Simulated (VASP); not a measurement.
Input of a VASP 6.6.1 run:

INCAR

```
  PREC = Accurate
  ENCUT = 520
  EDIFF = 1E-7
  ISMEAR = -1
  SIGMA = 0.1
  LREAL = F
  LASPH = T
  NELM = 80
  ALGO = Normal
  ISIF = 2
  LWAVE = F
  LCHARG = F
  GGA = PS
  NBANDS = 13
```

The input KPOINTS:

```
regular mesh
0
Gamma
  16 16 16
```

POSCAR

```
W
1.0
    2.1380264270      0.0000000000      0.0000000000
    0.0000000000      2.1380264270      0.0000000000
    0.0000000000      0.0000000000      2.1380264270
W
1
Direct
    0.0000000000      0.0000000000      0.0000000000
```

Potentials or basis: VASP PAW PBE potentials, release 64 (W_sv).

Launch:

```console
$ cat potpaw_PBE.64/W_sv/POTCAR > POTCAR
$ mpirun -np 1 vasp_std > vasp.out
```

Problem. What does it give for the pressure?

Solution. 489.4 GPa.

Problem. Estimate the band gap on the k mesh.

Solution. Zero (band 7 reaches 22.92 eV, above the bottom of band 8 at 17.80 eV).

Caveat: the PAW data sets were made with another functional, which shifts forces and pressure a little; spin-orbit coupling is left out, which moves the levels of the heavy elements.
